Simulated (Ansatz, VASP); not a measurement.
## Two plane-wave programs on In2S

```
In S
1.0
     3.81074    0.00000    0.00000
    -1.90537    3.30020    0.00000
     0.00000    0.00000    8.08092
In S
2 1
Cartesian
  0.0000 2.2001 6.2597
  0.0000 2.2001 1.8212
  0.0000 0.0000 0.0000
```

Change from the starting cell: species swapped into the Te2W type (P-6m2, No. 187).

Alike in both runs: functional PBE; k mesh 12 × 12 × 4; occupations gaussian, width 0.02 eV; no spin polarisation.

Ansatz relaxed the structure, and its values are those at the end. VASP's run is a single point on that final structure, the one shown.

|  | VASP | Ansatz |
| --- | --- | --- |
| version | VASP 6.6.1 | Ansatz 0.2.0 |
| potentials or method | VASP PAW PBE potentials, release 64 (In_d, S), cutoff 520 eV | scalar-relativistic, plane waves, PAW |
| valence electrons in the cell | 32 | 32 |

Ansatz gave:

* gap on the k mesh at the Fermi level (eV): 0.19
* least direct gap on the mesh (eV): 0.22
* pressure (GPa): 0.0
* rms of the force components (eV/Å): 0.001

Estimate VASP's values.

gap on the k mesh at the Fermi level (eV): 0.18; least direct gap on the mesh (eV): 0.21; pressure (GPa): 0.0; rms of the force components (eV/Å): 0.005.

The functional is the same, so the differences come from potentials, cutoffs and numerics.
